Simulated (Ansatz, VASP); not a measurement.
## Y2AlSi2: VASP beside Ansatz

```
CELL_PARAMETERS angstrom
-2.03987 2.86597 4.36832
2.03987 -2.86597 4.36832
2.03987 2.86597 -4.36832
ATOMIC_POSITIONS crystal
Y 0.28934 0.78934 0.50000
Y 0.71066 0.21066 0.50000
Al 0.00000 0.00000 0.00000
Si 0.71075 0.50000 0.21075
Si 0.28925 0.50000 0.78925
```

Alike in both runs: task relaxation of cell and atoms; functional LDA; k mesh 10 × 10 × 10; occupations gaussian, width 0.1 eV; no spin polarisation.

```csv
,VASP,Ansatz
version,VASP 6.6.1,Ansatz 0.2.0
potentials or method,"VASP PAW LDA potentials, release 64 (Y_sv, Al, Si), cutoff 600 eV","scalar-relativistic, plane waves, PAW"
valence electrons in the cell,33,33
```

Ansatz gave:

```
gap on the k mesh at the Fermi level, each at its own relaxed structure (eV) : none
relaxed volume (Å³/atom)                                                     : 19.38
relaxed cell length with the largest relative difference (Å)                 : 5.511
```

Task: Which values does VASP return?

Result: gap on the k mesh at the Fermi level, each at its own relaxed structure (eV): none; relaxed volume (Å³/atom): 19.38; relaxed cell length with the largest relative difference (Å): 5.512.

LDA's correlation is that of Perdew and Zunger in VASP and of Perdew and Wang (1992) in Ansatz. A gap of «none» marks a metal or a gap that the smearing closes.
